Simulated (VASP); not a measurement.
MnSb, 2 atoms in the cell. The structure is cubic, space group Fm-3m (No. 225). The conventional cell has a = 5.590 Å, b = 5.590 Å, c = 5.590 Å, α = 90.00°, β = 90.00°, γ = 90.00°. Within 3.7 Å of Mn (site symmetry m-3m) lie 6 Sb at 2.80 Å. Within 3.7 Å of Sb (site symmetry m-3m) lie 6 Mn at 2.80 Å. 

* Program: VASP 6.6.1
* Task: single point
* Functional: PBEsol
* Potentials or basis: VASP PAW PBE potentials, release 64 (Mn_pv, Sb)
* Cutoff: 520 eV
* k mesh: 12 × 12 × 12
* Occupations: fermi-dirac, width 0.08 eV
* Spin: collinear spin, ferromagnetic start
* Starting moments: [4.0, 0.0] μB
* Dipole correction: no
* Further INCAR settings: ALGO = Normal; EDIFF = 1e-07; NBANDS = 20

Potentials or basis: VASP PAW PBE potentials, release 64 (Mn_pv, Sb).

Command:

```sh
$ cat potpaw_PBE.64/Mn_pv/POTCAR potpaw_PBE.64/Sb/POTCAR > POTCAR
$ mpirun -np 1 vasp_std > vasp.out
```

Hardware: 1 thread of Oxide Virtual Turin-like Processor, with other jobs on the host.

Task: Estimate the wall time of this run.

Result: Wall time 2.8 min on 1 thread of Oxide Virtual Turin-like Processor, with other jobs on the host, peak memory 0.22 GiB. Counts: scf iterations 17, k points 72.
